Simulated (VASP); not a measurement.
A run of VASP 6.6.1:

Contents of POSCAR:

```
As
1.0
    1.8928901406      1.0928606322      3.4790163210
   -1.8928901406      1.0928606322      3.4790163210
    0.0000000000     -2.1857212645      3.4790163210
As
2
Direct
    0.2260542377      0.2260542377      0.2260542377
    0.7739457623      0.7739457623      0.7739457623
```

Contents of INCAR.step1:

```
PREC = Accurate
ENCUT = 520
EDIFF = 1E-5
ISMEAR = -1
SIGMA = 0.05
LREAL = F
LASPH = T
NELM = 60
ALGO = Normal
ISIF = 2
LWAVE = T
LCHARG = F
NBANDS = 12
GGA = PE
```

File INCAR.step2:

```
PREC = Accurate
ENCUT = 520
EDIFF = 1E-6
ISMEAR = -1
SIGMA = 0.05
LREAL = F
LASPH = T
NELM = 60
ALGO = Normal
ISIF = 2
LWAVE = F
LCHARG = F
GGA = PE
LHFCALC = T
HFSCREEN = 0.2079
PRECFOCK = Normal
NBANDS = 12
ISTART = 1
```

Contents of KPOINTS:

```
regular mesh
0
Gamma
  5 5 5
```

Potentials or basis: VASP PAW PBE potentials, release 64 (As).

Launch:

```sh
$ cat potpaw_PBE.64/As/POTCAR > POTCAR
$ cp INCAR.step1 INCAR
$ mpirun -np 1 vasp_std > vasp.out
$ cp INCAR.step2 INCAR
$ mpirun -np 1 vasp_std > vasp.out
```

Hardware: 1 thread of AMD EPYC 7R13 Processor (Zen 3), with other jobs on the host.

**Question.** Estimate the wall time of this run.

**Answer.** Run time: 12 min on 1 thread of AMD EPYC 7R13 Processor (Zen 3), with other jobs on the host, peak memory 0.25 GiB. Counts: k points 19.
